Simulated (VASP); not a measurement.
A run of VASP 6.6.1 is set up as follows.

File INCAR:

```
SYSTEM = MgB2
PREC = Accurate
ENCUT = 600
EDIFF = 1E-6
ISMEAR = -1
SIGMA = 0.05
LREAL = .False.
LASPH = .True.
NELM = 120
ALGO = Normal
ISIF = 2
LWAVE = .False.
LCHARG = .False.
GGA = PS
NBANDS = 11
GGA_COMPAT = .False.
```

The input KPOINTS:

```
Automatic mesh
0
Gamma
  8 8 6
  0 0 0
```

The input POSCAR:

```
MgB2
1.0
    3.0233000000      0.0000000000      0.0000000000
   -1.5116500000      2.6182546033      0.0000000000
    0.0000000000      0.0000000000      3.5230000000
Mg B
1 2
Direct
    0.0000000000      0.0000000000      0.0000000000
    0.6666666667      0.3333333333      0.5000000000
    0.3333333333      0.6666666667      0.5000000000
```

Potentials or basis: VASP PAW PBE potentials, release 64 (Mg, B).

The run is started by

```console
$ cat potpaw_PBE.64/Mg/POTCAR potpaw_PBE.64/B/POTCAR > POTCAR
$ mpirun -np 1 vasp_std > vasp.out
```

Q: Predict the pressure.

A: 4.2 GPa.

Q: What does it give for the band gap on the k mesh?

A: Zero (band 4 reaches 6.51 eV, above the bottom of band 5 at 4.03 eV).

Stress tensor (GPa, compression positive):
```
 6.74  0.00  0.00
 0.00  6.74  0.00
 0.00  0.00 -0.94
```

Caveat: the PAW data sets were made with another functional, which shifts forces and pressure a little.
